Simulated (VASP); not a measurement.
CuO, 4 atoms in the cell. It takes space group C2/c (No. 15, monoclinic). The conventional cell has a = 4.689 Å, b = 3.427 Å, c = 5.132 Å, α = 90.00°, β = 99.65°, γ = 90.00°. Within 2.5 Å of Cu (site symmetry -1) lie 4 O at 1.92 to 1.98 Å. O (site symmetry 2) has 4 Cu at 1.92 to 1.98 Å within 2.5 Å. 

```yaml
Program: VASP 6.6.1
Task: single point
Functional: PBE
Potentials_or_basis: VASP PAW PBE potentials, release 64 (Cu, O)
Cutoff: 520 eV
k_mesh: 8 × 8 × 5
Occupations: fermi-dirac, width 0.05 eV
Spin: no spin polarisation
Dipole_correction: no
Further_INCAR_settings: ALGO = Normal; EDIFF = 1e-07; NBANDS = 25
```

Potentials or basis: VASP PAW PBE potentials, release 64 (Cu, O).

Launch:

```sh
$ cat potpaw_PBE.64/Cu/POTCAR potpaw_PBE.64/O/POTCAR > POTCAR
$ mpirun -np 1 vasp_std > vasp.out
```

Hardware: 1 thread of Intel Xeon 8259CL (shared host).

How long does it take, and how much memory?

Run time: 110 s on 1 thread of Intel Xeon 8259CL, on a shared host, peak memory 0.22 GiB. Counts: scf iterations 16, k points 93.
